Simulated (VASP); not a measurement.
# Cs2NdSe (P4/nmm) in VASP: relaxation of cell and atoms with PBE

Aim: the relaxation of cell and atoms of Cs2NdSe with PBE.

All numbers are computed with VASP 6.6.1; they aren't measurements. Logs are shortened: lines on timing, memory, paths and dates and some standing lists are left out, and cuts for length are marked.

**1. The cell of the first run**

The structure is tetragonal, space group P4/nmm (No. 129). The conventional cell has a = 5.794 Å, b = 5.794 Å, c = 16.310 Å, α = 90.00°, β = 90.00°, γ = 90.00°. Within 5.4 Å of Cs (site symmetry -4m2) lie 8 Cs at 4.10 to 5.32 Å. Within 5.5 Å of Cs (site symmetry 4mm) lie 5 Nd at 4.19 to 5.19 Å and 4 Se at 4.69 Å and 4 Cs at 5.32 Å. Nd (site symmetry 4mm) has 4 Se at 2.94 Å within 3.9 Å. Within 3.9 Å of Se (site symmetry -4m2) lie 4 Nd at 2.94 Å.

The cell was built from a structure type or drawn by symmetry, and may not be a known phase.

**2. Relaxation of cell and atoms, PBE**

File INCAR:

```
SYSTEM = Cs2NdSe
PREC = Accurate
ENCUT = 500
EDIFF = 1E-7
ISMEAR = 0
SIGMA = 0.1
LREAL = .FALSE.
LASPH = .TRUE.
NELM = 200
ALGO = Normal
ISIF = 3
LWAVE = .FALSE.
LCHARG = .FALSE.
GGA = PE
IBRION = 2
NSW = 100
EDIFFG = -0.01
GGA_COMPAT = .FALSE.
NELMIN = 4
LMAXMIX = 6
KPAR = 4
```

File KPOINTS:

```
Automatic mesh
0
G
  8 8 4
  0 0 0
```

File POSCAR:

```
Cs2NdSe
1.0
    5.7942844756      0.0000000000      0.0000000000
    0.0000000000      5.7942844756      0.0000000000
    0.0000000000      0.0000000000     16.3099455505
Cs Nd Se
4 2 2
Direct
    0.5000000000      0.5000000000      0.0000000000
    0.0000000000      0.0000000000      0.0000000000
    0.0000000000      0.5000000000      0.2735284754
    0.5000000000      0.0000000000      0.7264715246
    0.0000000000      0.5000000000      0.5306633692
    0.5000000000      0.0000000000      0.4693366308
    0.5000000000      0.5000000000      0.5000000000
    0.0000000000      0.0000000000      0.5000000000
```

Potentials or basis: VASP PAW PBE potentials, release 64 (Cs_sv, Nd_3, Se), 4f in core.

Command:

```console
$ cat potpaw_PBE.64/Cs_sv/POTCAR potpaw_PBE.64/Nd_3/POTCAR potpaw_PBE.64/Se/POTCAR > POTCAR
$ mpirun -np 4 vasp_std > vasp.out
```

OUTCAR:

```text
SYSTEM = Cs2NdSe
   PREC = Accurate
   ENCUT = 500
   EDIFF = 1E-7
   ISMEAR = 0
   LREAL = .FALSE.
   LASPH = .TRUE.
   NELM = 200
   ISIF = 3
   GGA = PE
   IBRION = 2
   NSW = 100
   EDIFFG = -0.01
   NELMIN = 4

 ion  position               nearest neighbor table
   1  0.500  0.500  0.000-
   2  0.000  0.000  0.000-
   3  0.000  0.500  0.274-
   4  0.500  0.000  0.726-
   5  0.000  0.500  0.531-   7 2.94   8 2.94   8 2.94   7 2.94
   6  0.500  0.000  0.469-   7 2.94   8 2.94   7 2.94   8 2.94
   7  0.500  0.500  0.500-   5 2.94   6 2.94   6 2.94   5 2.94
   8  0.000  0.000  0.500-   5 2.94   6 2.94   5 2.94   6 2.94

  LATTYP: Found a simple tetragonal cell.
 ALAT       =     5.7942844756
 C/A-ratio  =     2.8148334137

  Lattice vectors:

 A1 = (   5.7942844756,   0.0000000000,   0.0000000000)
 A2 = (   0.0000000000,   5.7942844756,   0.0000000000)
 A3 = (   0.0000000000,   0.0000000000,  16.3099455505)

Analysis of symmetry for initial positions (statically):
=====================================================================
 Subroutine PRICEL returns:
 Original cell was already a primitive cell.

 Routine SETGRP: Setting up the symmetry group for a
 simple tetragonal supercell.

 Subroutine GETGRP returns: Found 16 space group operations
 (whereof  8 operations were pure point group operations)
 out of a pool of 16 trial point group operations.

The static configuration has the point symmetry D_2d.
 The point group associated with its full space group is D_4h.

Analysis of symmetry for dynamics (positions and initial velocities):
=====================================================================
 Subroutine PRICEL returns:
 Original cell was already a primitive cell.

 Routine SETGRP: Setting up the symmetry group for a
 simple tetragonal supercell.

 Subroutine GETGRP returns: Found 16 space group operations
 (whereof  8 operations were pure point group operations)
 out of a pool of 16 trial point group operations.

The dynamic configuration has the point symmetry D_2d.
 The point group associated with its full space group is D_4h.

 Subroutine INISYM returns: Found 16 space group operations
 (whereof  8 operations are pure point group operations),
 and found     1 'primitive' translations

----------------------------------------------------------------------------------------

                                     Primitive cell

  volume of cell :     547.5858

  direct lattice vectors                    reciprocal lattice vectors
     5.794284476  0.000000000  0.000000000     0.172583863  0.000000000  0.000000000
     0.000000000  5.794284476  0.000000000     0.000000000  0.172583863  0.000000000
     0.000000000  0.000000000 16.309945551     0.000000000  0.000000000  0.061312283

  length of vectors
     5.794284476  5.794284476 16.309945551     0.172583863  0.172583863  0.061312283

  position of ions in fractional coordinates (direct lattice)
     0.500000000  0.500000000  0.000000000
     0.000000000  0.000000000  0.000000000
     0.000000000  0.500000000  0.273528475
     0.500000000  0.000000000  0.726471525
     0.000000000  0.500000000  0.530663369
     0.500000000  0.000000000  0.469336631
     0.500000000  0.500000000  0.500000000
     0.000000000  0.000000000  0.500000000

  ion indices of the primitive-cell ions
   primitive index   ion index
                 1           1
                 2           2
                 3           3
                 4           4
                 5           5
                 6           6
                 7           7
                 8           8

----------------------------------------------------------------------------------------

 KPOINTS: Automatic mesh

Automatic generation of k-mesh.
 Grid dimensions read from file:
 generate k-points for:    8    8    4

 Generating k-lattice:

  Cartesian coordinates                     Fractional coordinates (reciprocal lattice)
     0.021572983  0.000000000  0.000000000     0.125000000  0.000000000  0.000000000
     0.000000000  0.021572983  0.000000000     0.000000000  0.125000000  0.000000000
     0.000000000  0.000000000  0.015328071     0.000000000  0.000000000  0.250000000

  Length of vectors
     0.021572983  0.021572983  0.015328071

  Shift w.r.t. Gamma in fractional coordinates (k-lattice)
     0.000000000  0.000000000  0.000000000

 Subroutine IBZKPT returns following result:
 ===========================================

 Found     45 irreducible k-points:

 Following reciprocal coordinates:
            Coordinates               Weight
  0.000000  0.000000  0.000000      1.000000
  0.125000  0.000000  0.000000      4.000000
  0.250000  0.000000  0.000000      4.000000
  0.375000  0.000000  0.000000      4.000000
  0.500000  0.000000  0.000000      2.000000
  0.125000  0.125000  0.000000      4.000000
[... 16 lines left out ...]
  0.375000  0.125000  0.250000     16.000000
  0.500000  0.125000  0.250000      8.000000
 [... further k-points ...]
   k-points           NKPTS =     45   k-points in BZ     NKDIM =     45   number of bands    NBANDS=     42
   number of dos      NEDOS =    301   number of ions     NIONS =      8
   total plane-waves  NPLWV = 211680
   dimension x,y,z NGX =    42 NGY =   42 NGZ =  120
   dimension x,y,z NGXF=    84 NGYF=   84 NGZF=  240
   ions per type =               4   2   2
   NGX,Y,Z   is equivalent  to a cutoff of  12.05, 12.05, 12.23 a.u.
   NGXF,Y,Z  is equivalent  to a cutoff of  24.10, 24.10, 24.46 a.u.
 SYSTEM =  Cs2NdSe
   PREC   = accura    normal or accurate (medium, high low for compatibility)
   ISTART =      0    job   : 0-new  1-cont  2-samecut
   ICHARG =      2    charge: 1-file 2-atom 10-const
   ISPIN  =      1    spin polarized calculation?
   LNONCOLLINEAR =      F non collinear calculations
   LSORBIT =      F    spin-orbit coupling
   LASPH  =      T    aspherical Exc in radial PAW
   ENCUT  =  500.0 eV  36.75 Ry    6.06 a.u.  10.56 10.56 29.74*2*pi/ulx,y,z
   NELM   =    200;   NELMIN=  4; NELMDL= -5     # of ELM steps
   EDIFF  = 0.1E-06   stopping-criterion for ELM
   LREAL  =      F    real-space projection
   EDIFFG = -.1E-01   stopping-criterion for IOM
   NSW    =    100    number of steps for IOM
   IBRION =      2    ionic relax: 0-MD 1-quasi-New 2-CG
   NFREE  =      1    steps in history (QN), initial steepest desc. (CG)
   ISIF   =      3    stress and relaxation
   ISYM   =      2    0-nonsym 1-usesym 2-fastsym
   POTIM  = 0.5000    time-step for ionic-motion
   TEBEG  =    0.0;   TEEND  =   0.0 temperature during run
   PSTRESS=    0.0 pullay stress
   NELECT =      70.0000    total number of electrons
   NUPDOWN=      -1.0000    fix difference up-down
   EMIN   =  10.00;   EMAX   =-10.00  energy-range for DOS
   EFERMI =   0.00;   METHOD = LEGACY
   ISMEAR =     0;   SIGMA  =   0.10  broadening in eV -4-tet -1-fermi 0-gaus
   EFERMI_NEDOS =   21; number of points for ismear=-14 and -15
   IALGO  =     38    algorithm
   IMIX   =      4    mixing-type and parameters
     AMIX     =   0.40;   BMIX     =  1.00
     AMIX_MAG =   1.60;   BMIX_MAG =  1.00
  volume/ion in A,a.u.               =      68.45       461.91
  Fermi-wavevector in a.u.,A,eV,Ry     =   0.824689  1.558436  9.253482  0.680112
  Thomas-Fermi vector in A             =   1.936417
   LORBIT       =      0    0 simple, 1 ext, 2 COOP (PROOUT), +10 PAW based schemes
   GGA     = PE    functional components
   LHFCALC =     F    Hartree Fock is set to
   AEXX    =    0.0000 exact exchange contribution
   IVDW    =     0    specifies the selected vdW correction
   LEPSILON=     F    determine dielectric tensor
   LRPA    =     F    only Hartree local field effects (RPA)
 conjugate gradient relaxation of ions
 non-spin polarized calculation
 Gauss-broadening in eV      SIGMA  =   0.10
  energy-cutoff  :      500.00
  volume of cell :      547.59
 maximum number of plane-waves:     13956
   NGX = 21   NGY = 21   NGZ = 59

--------------------------------------- Ionic step        1  -------------------------------------------

 number of electron      69.9999994 magnetization

 Free energy of the ion-electron system (eV)
  ---------------------------------------------------
  ext. energy  EPLUGINS =         0.00000000
  ---------------------------------------------------
  free energy    TOTEN  =       -24.13215307 eV

  energy without entropy =      -24.07815346  energy(sigma->0) =      -24.10515326

------------------------ aborting loop because EDIFF is reached ----------------------------------------

  FORCE on cell =-STRESS in cart. coord.  units (eV):
  Direction    XX          YY          ZZ          XY          YZ          ZX
  --------------------------------------------------------------------------------------
  -------------------------------------------------------------------------------------
  Total       -0.0297629     -0.0297629      0.1778573      0.0000000      0.0000000      0.0000000
  in kB       -0.0870830     -0.0870830      0.5203914      0.0000000      0.0000000      0.0000000
  external PRESSURE =       0.1154085 kB  Pullay stress =       0.0000000 kB
[... 107 lines left out ...]
  FREE ENERGIE OF THE ION-ELECTRON SYSTEM (eV)
  ---------------------------------------------------
  free  energy   TOTEN  =       -24.1331801988 eV

  energy  without entropy=      -24.0795768464  energy(sigma->0) =      -24.10637852

[... ionic steps 4 to 9 ...]

--------------------------------------- Ionic step       10  -------------------------------------------

 number of electron      69.9999995 magnetization

------------------------ aborting loop because EDIFF is reached ----------------------------------------
[... 79 lines left out ...]
--------------------------------------- Ionic step       12  -------------------------------------------

 number of electron      69.9999994 magnetization

 Free energy of the ion-electron system (eV)
  ---------------------------------------------------
  ext. energy  EPLUGINS =         0.00000000
  ---------------------------------------------------
  free energy    TOTEN  =       -24.13409972 eV

  energy without entropy =      -24.08076978  energy(sigma->0) =      -24.10743475

 E-fermi :   1.4045     XC(G=0):  -6.4162

 val. band max:        1.3985596486   @ k =   0.3750   0.3750   0.2500
 cond. band min:       1.4070305394   @ k =   0.2500   0.2500   0.5000
 fundamental gap:      0.0084708908
 Fermi energy:         1.4045446732

 k-point     1 :       0.0000    0.0000    0.0000
  band No.  band energies     occupation
      1     -37.8402      2.00000
      2     -37.8238      2.00000
      3     -22.7267      2.00000
      4     -22.5776      2.00000
      5     -22.2248      2.00000
      6     -22.2247      2.00000
[... 1069 lines left out ...]
     41       2.4707      0.00000
     42       2.4707      0.00000

 [... further k-points ...]

------------------------ aborting loop because EDIFF is reached ----------------------------------------

  FORCE on cell =-STRESS in cart. coord.  units (eV):
  Direction    XX          YY          ZZ          XY          YZ          ZX
  --------------------------------------------------------------------------------------
  -------------------------------------------------------------------------------------
  Total        0.0650955      0.0650955      0.0023282      0.0000000      0.0000000      0.0000000
  in kB        0.1898889      0.1898889      0.0067915      0.0000000      0.0000000      0.0000000
  external PRESSURE =       0.1288565 kB  Pullay stress =       0.0000000 kB
[... 23 lines left out ...]
  FREE ENERGIE OF THE ION-ELECTRON SYSTEM (eV)
  ---------------------------------------------------
  free  energy   TOTEN  =       -24.1340997249 eV

  energy  without entropy=      -24.0807697825  energy(sigma->0) =      -24.10743475

 reached required accuracy - stopping structural energy minimisation
```

It took 19 min on 4 MPI ranks of Intel Xeon 6975P-C (Granite Rapids), shared host; peak memory 1.1 GiB.

What came out:

```
Free energy                           : -24.1341 eV
Relaxed volume                        : 68.65 Å³/atom
Relaxed cell                          : a = 5.782 Å, b = 5.782 Å, c = 16.428 Å, α = 90.00°, β = 90.00°, γ = 90.00°
Space group after relaxing (to 0.1 Å) : P4/nmm (No. 129)
Energy gained by relaxing             : 0.2 meV/atom
Ionic steps                           : 12
Pressure after relaxing               : 0.0 GPa
Largest force after relaxing          : 0.004 eV/Å
Band gap on the k mesh                : zero (bands 35 and 36 overlap by 1.06 eV)
```

Forces on the atoms (eV/Å):
```
Cs   0.000  0.000  0.000
Cs   0.000  0.000  0.000
Cs   0.000  0.000  0.004
Cs   0.000  0.000 -0.004
Nd   0.000  0.000  0.004
Nd   0.000  0.000 -0.004
Se   0.000  0.000  0.000
Se   0.000  0.000  0.000
```

The path:
```csv
step,energy change (eV),largest force (eV/Å),pressure (GPa),volume (Å³)
1,0.0000,0.0384,0.01,547.59
2,-0.0003,0.0333,0.01,547.98
3,-0.0010,0.0180,0.00,549.15
4,-0.0011,0.0248,-0.01,551.47
5,-0.0013,0.0217,0.00,550.42
6,-0.0014,0.0199,0.00,550.19
7,-0.0016,0.0144,0.02,549.50
8,-0.0016,0.0135,0.05,548.14
9,-0.0017,0.0102,0.03,548.76
10,-0.0017,0.0096,0.03,548.81
11,-0.0018,0.0077,0.02,548.95
12,-0.0019,0.0038,0.01,549.24
```

Final structure:
```
CELL_PARAMETERS angstrom
5.78222 0.00000 0.00000
0.00000 5.78222 0.00000
0.00000 0.00000 16.42754
ATOMIC_POSITIONS crystal
Cs 0.50000 0.50000 0.00000
Cs 0.00000 0.00000 0.00000
Cs 0.00000 0.50000 0.27540
Cs 0.50000 0.00000 0.72460
Nd 0.00000 0.50000 0.53203
Nd 0.50000 0.00000 0.46797
Se 0.50000 0.50000 0.50000
Se 0.00000 0.00000 0.50000
```

Caveat: spin-orbit coupling is left out, which moves the levels of the heavy elements; the 4f electrons are frozen in the core, so they carry no moment and show no levels; the run has no spin polarisation, though such a crystal can be magnetic.
